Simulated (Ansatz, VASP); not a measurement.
**One calculation of Cu, two programs**

INCAR

```
SYSTEM = Cu
PREC = Accurate
ENCUT = 520
EDIFF = 1E-7
ISMEAR = 0
SIGMA = 0.15
LREAL = .FALSE.
LASPH = .TRUE.
NELM = 60
ALGO = Fast
ISIF = 2
LWAVE = .FALSE.
LCHARG = .TRUE.
GGA = PS
LELF = .TRUE.
LVHAR = .TRUE.
NBANDS = 18
```

Contents of KPOINTS:

```
Automatic mesh
0
G
  24 24 12
  0 0 0
```

File POSCAR:

```
Cu
1.0
    2.5340966698      0.0000000000      0.0000000000
   -1.2670483349      2.2604298544      0.0000000000
    0.0000000000      0.0000000000      4.1125710000
Cu
2
Direct
    0.3333333333      0.6666666667      0.2500000000
    0.6666666667      0.3333333333      0.7500000000
```

Input for Ansatz:

```yaml
crystal:
  lattice:
    - [2.5340966698, 0.0, 0.0]
    - [-1.2670483349, 2.2604298544, 0.0]
    - [0.0, 0.0, 4.112571]
  atoms:
    - { symbol: Cu, position: [0.3333333333, 0.6666666667, 0.25] }
    - { symbol: Cu, position: [0.6666666667, 0.3333333333, 0.75] }
basis:
  ecutwfc: 420
kpoints:
  mp_grid: { grid: [24, 24, 12] }
hamiltonian:
  xc: pbesol
scf:
  occupations: { method: gaussian, width: 0.15 }
output:
  forces: true
  stress: true
  eigenvalues: true
```

Change from the starting cell: strain +0.0300 x Voigt [0, 1, 0, 0, 0, 0], atoms carried along.

Alike in both runs: task single point; functional PBEsol; k mesh 24 × 24 × 12; occupations gaussian, width 0.15 eV; no spin polarisation.

|  | VASP | Ansatz |
| --- | --- | --- |
| version | VASP 6.6.1 | Ansatz 0.2.0 |
| potentials or method | VASP PAW PBE potentials, release 64 (Cu), cutoff 520 eV | scalar-relativistic, plane waves, PAW |
| valence electrons in the cell | 22 | 38 |

```csv
,VASP,Ansatz,Ansatz less VASP
gap on the k mesh at the Fermi level (eV),none,none,-
pressure (GPa),-5.0,-5.8,-0.76
"traceless stress, the component that is largest in VASP (GPa)",-3.28,-3.27,+0.005
rms of the force components (eV/Å),0.033,0.033,+0.0002
```

VASP's potentials were made for PBE, not for PBEsol. Atom by atom the forces differ by 0.000 eV/Å (rms over components). A gap of «none» marks a metal or a gap that the smearing closes. With one functional, cell and mesh, what is left measures potentials, basis and numerics. VASP's potentials hold 22 valence electrons a cell and Ansatz's 38, so a difference there can come from the potentials and not from the codes.
